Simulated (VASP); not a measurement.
Here is a VASP 6.6.1 calculation.

File INCAR:

```
ALGO = Normal ; EDIFF = 1E-6
ENCUT = 520 ; GGA = CA
ISIF = 2 ; ISMEAR = 0
LASPH = True ; LCHARG = True
LELF = True ; LREAL = False
LVHAR = True ; LWAVE = False
NBANDS = 18 ; NELM = 100
PREC = Accurate ; SIGMA = 0.15
```

File KPOINTS:

```
k-points
0
Gamma
  18 18 18
```

POSCAR

```
Si2W
1.0
   -1.5928550571      1.5928550571      3.8862445622
    1.5928550571     -1.5928550571      3.8862445622
    1.5928550571      1.5928550571     -3.8862445622
Si W
2 1
Direct
    0.3346644983      0.3346644983      0.0000000000
    0.6653355017      0.6653355017      0.0000000000
    0.0000000000      0.0000000000      0.0000000000
```

Potentials or basis: VASP PAW LDA potentials, release 64 (Si, W_sv).

The run is started by

```console
$ cat potpaw_LDA.64/Si/POTCAR potpaw_LDA.64/W_sv/POTCAR > POTCAR
$ mpirun -np 1 vasp_std > vasp.out
```

What does it give for the largest force?

0.009 eV/Å.

Estimate the pressure.

0.7 GPa.

Forces on the atoms (eV/Å):
```
Si   0.000  0.000 -0.009
Si   0.000  0.000  0.009
W    0.000  0.000  0.000
```
